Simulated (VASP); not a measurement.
# Mo in VASP: further runs, part 2 of 2

VASP 6.6.1.

### Step 4. Single point, LDA

Contents of INCAR:

```
SYSTEM = Mo
ALGO = Normal
EDIFF = 1E-7
ENCUT = 520
ISIF = 2
ISMEAR = -1
LASPH = .TRUE.
LCHARG = .FALSE.
LREAL = .FALSE.
LWAVE = .FALSE.
NBANDS = 43
NELM = 80
PREC = Accurate
SIGMA = 0.1
```

Contents of KPOINTS:

```
k-points
0
G
  9 9 1
  0 0 0
```

Contents of POSCAR:

```
Mo
1.0
    4.4006566667      0.0000000000      0.0000000000
   -2.2003283334      3.8110804667      0.0000000000
    0.0000000000      0.0000000000     19.5931000000
Mo
5
Direct
    0.8333333333      0.1666666667      0.4214869293
    0.1666666667      0.8333333333      0.4573659608
    0.5000000000      0.5000000000      0.4999999551
    0.8333333333      0.1666666667      0.5426340639
    0.1666666667      0.8333333333      0.5785130908
```

Potentials or basis: VASP PAW LDA potentials, release 64 (Mo_sv).

Launch:

```
$ cat potpaw_LDA.64/Mo_sv/POTCAR > POTCAR
$ mpirun -np 1 vasp_std > vasp.out
```

OUTCAR:

```text
SYSTEM = Mo
   EDIFF = 1E-7
   ENCUT = 520
   ISIF = 2
   ISMEAR = -1
   LASPH = .TRUE.
   LREAL = .FALSE.
   NELM = 80
   PREC = Accurate

 ion  position               nearest neighbor table
   1  0.833  0.167  0.421-   4 2.37   2 2.64   2 2.64   2 2.64   3 2.97   3 2.97   3 2.97
   2  0.167  0.833  0.457-   5 2.37   1 2.64   1 2.64   1 2.64   3 2.67   3 2.67   3 2.67   4 3.04
                             4 3.04   4 3.04
   3  0.500  0.500  0.500-   2 2.67   2 2.67   2 2.67   4 2.67   4 2.67   4 2.67   1 2.97   1 2.97
                             1 2.97   5 2.97   5 2.97   5 2.97
   4  0.833  0.167  0.543-   1 2.37   5 2.64   5 2.64   5 2.64   3 2.67   3 2.67   3 2.67   2 3.04
                             2 3.04   2 3.04
   5  0.167  0.833  0.579-   2 2.37   4 2.64   4 2.64   4 2.64   3 2.97   3 2.97   3 2.97

  LATTYP: Found a hexagonal cell.
 ALAT       =     4.4006566667
 C/A-ratio  =     4.4523127987

  Lattice vectors:

 A1 = (   4.4006566667,   0.0000000000,   0.0000000000)
 A2 = (  -2.2003283334,   3.8110804667,   0.0000000000)
 A3 = (   0.0000000000,   0.0000000000,  19.5931000000)

Analysis of symmetry for initial positions (statically):
=====================================================================
 Subroutine PRICEL returns:
 Original cell was already a primitive cell.

 Routine SETGRP: Setting up the symmetry group for a
 hexagonal supercell.

 Subroutine GETGRP returns: Found 12 space group operations
 (whereof  4 operations were pure point group operations)
 out of a pool of 24 trial point group operations.

The static configuration has the point symmetry C_2h.
 The point group associated with its full space group is D_3d.

Analysis of symmetry for dynamics (positions and initial velocities):
=====================================================================
 Subroutine PRICEL returns:
 Original cell was already a primitive cell.

 Routine SETGRP: Setting up the symmetry group for a
 hexagonal supercell.

 Subroutine GETGRP returns: Found 12 space group operations
 (whereof  4 operations were pure point group operations)
 out of a pool of 24 trial point group operations.

The dynamic configuration has the point symmetry C_2h.
 The point group associated with its full space group is D_3d.

 Subroutine INISYM returns: Found 12 space group operations
 (whereof  4 operations are pure point group operations),
 and found     1 'primitive' translations

----------------------------------------------------------------------------------------

                                     Primitive cell

  volume of cell :     328.6009

  direct lattice vectors                    reciprocal lattice vectors
     4.400656667  0.000000000  0.000000000     0.227238814  0.131196390  0.000000000
    -2.200328333  3.811080467  0.000000000     0.000000000  0.262392780  0.000000000
     0.000000000  0.000000000 19.593100000     0.000000000  0.000000000  0.051038376

  length of vectors
     4.400656667  4.400656667 19.593100000     0.262392780  0.262392780  0.051038376

  position of ions in fractional coordinates (direct lattice)
     0.833333333  0.166666667  0.421486929
     0.166666667  0.833333333  0.457365961
     0.500000000  0.500000000  0.499999955
     0.833333333  0.166666667  0.542634064
     0.166666667  0.833333333  0.578513091

  ion indices of the primitive-cell ions
   primitive index   ion index
[... 37 lines left out ...]
  0.333333 -0.000000  0.000000      6.000000
  0.444444 -0.000000  0.000000      6.000000
  0.111111  0.111111  0.000000      6.000000
  0.222222  0.111111  0.000000     12.000000
  0.333333  0.111111  0.000000     12.000000
  0.444444  0.111111  0.000000      6.000000
  0.222222  0.222222  0.000000      6.000000
  0.333333  0.222222  0.000000     12.000000
  0.333333  0.333333  0.000000      2.000000
   k-points           NKPTS =     12   k-points in BZ     NKDIM =     12   number of bands    NBANDS=     43
   number of dos      NEDOS =    301   number of ions     NIONS =      5
   total plane-waves  NPLWV = 194400
   dimension x,y,z NGX =    36 NGY =   36 NGZ =  150
   dimension x,y,z NGXF=    72 NGYF=   72 NGZF=  300
   ions per type =               5
   NGX,Y,Z   is equivalent  to a cutoff of  13.60, 13.60, 12.73 a.u.
   NGXF,Y,Z  is equivalent  to a cutoff of  27.20, 27.20, 25.45 a.u.
 SYSTEM =  Mo
   PREC   = accura    normal or accurate (medium, high low for compatibility)
   ISTART =      0    job   : 0-new  1-cont  2-samecut
   ICHARG =      2    charge: 1-file 2-atom 10-const
   ISPIN  =      1    spin polarized calculation?
   LNONCOLLINEAR =      F non collinear calculations
   LSORBIT =      F    spin-orbit coupling
   LASPH  =      T    aspherical Exc in radial PAW
   ENCUT  =  520.0 eV  38.22 Ry    6.18 a.u.   8.18  8.18 36.43*2*pi/ulx,y,z
   NELM   =     80;   NELMIN=  2; NELMDL= -5     # of ELM steps
   EDIFF  = 0.1E-06   stopping-criterion for ELM
   LREAL  =      F    real-space projection
   EDIFFG = 0.1E-05   stopping-criterion for IOM
   NSW    =      0    number of steps for IOM
   IBRION =     -1    ionic relax: 0-MD 1-quasi-New 2-CG
   NFREE  =      0    steps in history (QN), initial steepest desc. (CG)
   ISIF   =      2    stress and relaxation
   ISYM   =      2    0-nonsym 1-usesym 2-fastsym
   POTIM  = 0.5000    time-step for ionic-motion
   TEBEG  =    0.0;   TEEND  =   0.0 temperature during run
   PSTRESS=    0.0 pullay stress
   NELECT =      70.0000    total number of electrons
   NUPDOWN=      -1.0000    fix difference up-down
   EMIN   =  10.00;   EMAX   =-10.00  energy-range for DOS
   EFERMI =   0.00;   METHOD = LEGACY
   ISMEAR =    -1;   SIGMA  =   0.10  broadening in eV -4-tet -1-fermi 0-gaus
   EFERMI_NEDOS =   21; number of points for ismear=-14 and -15
   IALGO  =     38    algorithm
   IMIX   =      4    mixing-type and parameters
     AMIX     =   0.40;   BMIX     =  1.00
     AMIX_MAG =   1.60;   BMIX_MAG =  1.00
  volume/ion in A,a.u.               =      65.72       443.50
  Fermi-wavevector in a.u.,A,eV,Ry     =   0.977728  1.847637 13.006509  0.955951
  Thomas-Fermi vector in A             =   2.108448
   LORBIT       =      0    0 simple, 1 ext, 2 COOP (PROOUT), +10 PAW based schemes
   GGA     = CA    functional components
   LHFCALC =     F    Hartree Fock is set to
   AEXX    =    0.0000 exact exchange contribution
   IVDW    =     0    specifies the selected vdW correction
   LEPSILON=     F    determine dielectric tensor
   LRPA    =     F    only Hartree local field effects (RPA)
 non-spin polarized calculation
  energy-cutoff  :      520.00
  volume of cell :      328.60
 maximum number of plane-waves:      8872
 NGX is ok and might be reduce to    36
   NGX = 17   NGY = 17   NGZ = 73

 number of electron      70.0000006 magnetization

 Free energy of the ion-electron system (eV)
  ---------------------------------------------------
  ext. energy  EPLUGINS =         0.00000000
  ---------------------------------------------------
  free energy    TOTEN  =       -53.55903264 eV

  energy without entropy =      -53.42228109  energy(sigma->0) =      -53.49065686

 E-fermi :  -0.0702     XC(G=0):  -4.3229

 val. band max:       -0.2113984955   @ k =   0.2222   0.1111   0.0000
 cond. band min:       0.0219270578   @ k =   0.3333   0.2222   0.0000
 fundamental gap:      0.2333255533
 Fermi energy:        -0.0701725460

 k-point     1 :       0.0000    0.0000    0.0000
  band No.  band energies     occupation
      1     -61.0518      2.00000
      2     -60.7627      2.00000
      3     -60.6252      2.00000
      4     -60.5948      2.00000
      5     -60.3689      2.00000
      6     -35.9152      2.00000
[... 541 lines left out ...]
     42       1.7688      0.00000
     43       1.7706      0.00000

------------------------ aborting loop because EDIFF is reached ----------------------------------------

  FORCE on cell =-STRESS in cart. coord.  units (eV):
  Direction    XX          YY          ZZ          XY          YZ          ZX
  --------------------------------------------------------------------------------------
  -------------------------------------------------------------------------------------
  Total       -3.3641359     -3.3641359      0.6488330      0.0000000      0.0000000      0.0000000
  in kB      -16.4027007    -16.4027007      3.1635502      0.0000000      0.0000000      0.0000000
  external PRESSURE =      -9.8806170 kB  Pullay stress =       0.0000000 kB

 VOLUME and BASIS-vectors are now :
 -----------------------------------------------------------------------------
  energy-cutoff  :      520.00
  volume of cell :      328.60
      direct lattice vectors                 reciprocal lattice vectors
     4.400656667  0.000000000  0.000000000     0.227238814  0.131196390  0.000000000
    -2.200328333  3.811080467  0.000000000     0.000000000  0.262392780  0.000000000
     0.000000000  0.000000000 19.593100000     0.000000000  0.000000000  0.051038376

 POSITION                                       TOTAL-FORCE (eV/Angst)
 -----------------------------------------------------------------------------------
      3.30049      0.63518      8.25824         0.000000     -0.000000     -0.152385
     -1.10016      3.17590      8.96122         0.000000     -0.000000     -0.132004
      1.10016      1.90554      9.79655         0.000000     -0.000000      0.000000
      3.30049      0.63518     10.63188        -0.000000     -0.000000      0.132004
     -1.10016      3.17590     11.33486         0.000000      0.000000      0.152385
 -----------------------------------------------------------------------------------
    total drift:                                0.000002     -0.000001      0.002472

  FREE ENERGIE OF THE ION-ELECTRON SYSTEM (eV)
  ---------------------------------------------------
  free  energy   TOTEN  =       -53.5590326365 eV

  energy  without entropy=      -53.4222810874  energy(sigma->0) =      -53.49065686
```

Run time: 3.4 min. Hardware: 1 thread of Intel Xeon Platinum 8488C (Sapphire Rapids), shared host; peak memory 0.4 GiB.

Results:

| Quantity | Value |
| --- | --- |
| Free energy | -53.5590 eV |
| Largest force | 0.152 eV/Å |
| Band gap on the k mesh | zero (bands 35 and 36 overlap by 0.05 eV) |

Forces on the atoms (eV/Å):
```
Mo   0.000  0.000 -0.152
Mo   0.000  0.000 -0.132
Mo   0.000  0.000  0.000
Mo   0.000  0.000  0.132
Mo   0.000  0.000  0.152
```

### Step 5. Overview

| task | cell | cutoff (eV) | dipole correction | gap on the mesh (eV) | largest force (eV/Å) |
| --- | --- | --- | --- | --- | --- |
| relaxation of the atoms | atoms relaxed | 450 | yes | none | 0.01 |
| single point | as given | 520 | yes | none | 0.15 |
| single point | as given | 520 | no | none | 0.15 |

Alike in all rows: level LDA; potentials or basis VASP PAW LDA potentials, release 64 (Mo_sv); no spin polarisation; k mesh 9 × 9 × 1; smearing fermi-dirac 0.1 eV.

Total energies depend on the potentials used, so only differences within one code and one set of settings carry meaning.
